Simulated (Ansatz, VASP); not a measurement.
## Rb2Te6Ir in VASP and in Ansatz

```xyz
9
Lattice="3.6622 6.3431 0.0000 -3.6622 6.3431 0.0000 0.0000 0.0000 5.8797" Properties=species:S:1:pos:R:3 pbc="T T T"
Ir    0.0000    0.0000    2.9399
Rb    0.0004    8.4573    1.1958
Rb   -0.0004    4.2290    4.6839
Te    0.0001    1.9854    1.6451
Te    1.9427    5.3505    1.6451
Te   -1.9429    5.3503    1.6451
Te   -1.9429    7.3359    4.2346
Te    0.0001   10.7008    4.2346
Te    1.9427    7.3357    4.2346
```

Alike in both runs: task single point; functional PBE; k mesh 3 × 3 × 3; occupations gaussian, width 0.0186 eV; no spin polarisation.

|  | VASP | Ansatz |
| --- | --- | --- |
| version | VASP 6.6.1 | Ansatz 0.2.0 |
| potentials or method | VASP PAW PBE potentials, release 64 (Ir, Rb_sv, Te), cutoff 520 eV | PAW plane waves |
| valence electrons in the cell | 63 | 131 |

|  | VASP | Ansatz | Ansatz less VASP |
| --- | --- | --- | --- |
| gap on the k mesh at the Fermi level (eV) | none | none | - |
| pressure (GPa) | 16.8 | 16.7 | -0.09 |
| traceless stress, the component that is largest in VASP (GPa) | -3.29 | -3.15 | +0.143 |
| rms of the force components (eV/Å) | 2.613 | 2.612 | -0.0007 |

Atom by atom the forces differ by 0.003 eV/Å (rms over components). A gap of «none» marks a metal or a gap that the smearing closes. With one functional, cell and mesh, what is left measures potentials, basis and numerics. VASP's potentials hold 63 valence electrons a cell and Ansatz's 131, so a difference there can come from the potentials and not from the codes. Ansatz's warnings: structure snapped to symmetry.

Spin-orbit coupling is off throughout.
